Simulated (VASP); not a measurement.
Set up this calculation in VASP 6.6.1, as the native input.

* Task: electric field gradients
* Functional: LDA
* Potentials or basis: VASP PAW LDA potentials, release 64 (Hg, Te)
* Cutoff: 520 eV
* k mesh: 11 × 11 × 11
* Occupations: fermi-dirac, width 0.03 eV
* Spin: no spin polarisation
* Dipole correction: no
* Further INCAR settings: ALGO = Normal; EDIFF = 1e-08; NBANDS = 16

The structure of HgTe lies in POSCAR:

```
HgTe
1.0
    0.0000000000      3.2763536562      3.2763536562
    3.2763536562      0.0000000000      3.2763536562
    3.2763536562      3.2763536562      0.0000000000
Hg Te
1 1
Direct
    0.0000000000      0.0000000000      0.0000000000
    0.7500000000      0.7500000000      0.7500000000
```

One way to write it, as run:

INCAR

```
SYSTEM = HgTe
  PREC = Accurate
  ENCUT = 520
  EDIFF = 1E-8
  ISMEAR = -1
  SIGMA = 0.03
  LREAL = .FALSE.
  LASPH = .TRUE.
  NELM = 60
  ALGO = Normal
  ISIF = 2
  LWAVE = .FALSE.
  LCHARG = .FALSE.
  GGA = CA
  LEFG = .TRUE.
  NBANDS = 16
```

KPOINTS

```
Automatic mesh
0
G
  11 11 11
  0 0 0
```

Potentials or basis: VASP PAW LDA potentials, release 64 (Hg, Te).

Command:

```console
$ cat potpaw_LDA.64/Hg/POTCAR potpaw_LDA.64/Te/POTCAR > POTCAR
$ mpirun -np 1 vasp_std > vasp.out
```

It gave:

| Item | Value |
| --- | --- |
| Pressure | -2.0 GPa |
| Band gap on the k mesh | zero (filled and empty bands touch) |
| Largest electric field gradient by atom | zero within the noise of the run |

Caveat: semilocal functionals underestimate gaps, so a narrow gap can read as zero; spin-orbit coupling is left out, which moves the levels of the heavy elements.

It took 58 s on 1 thread of Intel Xeon 8259CL (shared host), peak memory 0.21 GiB.
